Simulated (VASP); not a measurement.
Input of a VASP 6.6.1 run:

The input INCAR:

```
ALGO = Normal
EDIFF = 1E-6
ENCUT = 520
GGA = PE
ISIF = 2
ISMEAR = -1
LASPH = True
LCHARG = True
LELF = True
LREAL = False
LVHAR = True
LWAVE = False
NBANDS = 18
NELM = 80
PREC = Accurate
SIGMA = 0.02
```

File KPOINTS:

```
k-points
0
Gamma
  8 8 8
```

File POSCAR:

```
PtS2
1.0
    1.7480335842      1.0092276604      5.5641376776
   -1.7480335842      1.0092276604      5.5641376776
    0.0000000000     -2.0184553208      5.5641376776
Pt S
1 2
Direct
    0.0000000000      0.0000000000      0.0000000000
    0.2577898882      0.2577898882      0.2577898882
    0.7422101118      0.7422101118      0.7422101118
```

Potentials or basis: VASP PAW PBE potentials, release 64 (Pt, S).

The run is started by

```bash
$ cat potpaw_PBE.64/Pt/POTCAR potpaw_PBE.64/S/POTCAR > POTCAR
$ mpirun -np 1 vasp_std > vasp.out
```

(1) What does it give for the largest force?

(2) Estimate the band gap on the k mesh.

(3) Predict the pressure.

Answers

(1) 0.024 eV/Å.

(2) 1.07 eV, indirect (least direct gap 1.23 eV).

(3) 4.5 GPa.

Caveat: the cell differs from its parent crystal (epitaxial xy strain -0.9%); spin-orbit coupling is left out, which moves the levels of the heavy elements.
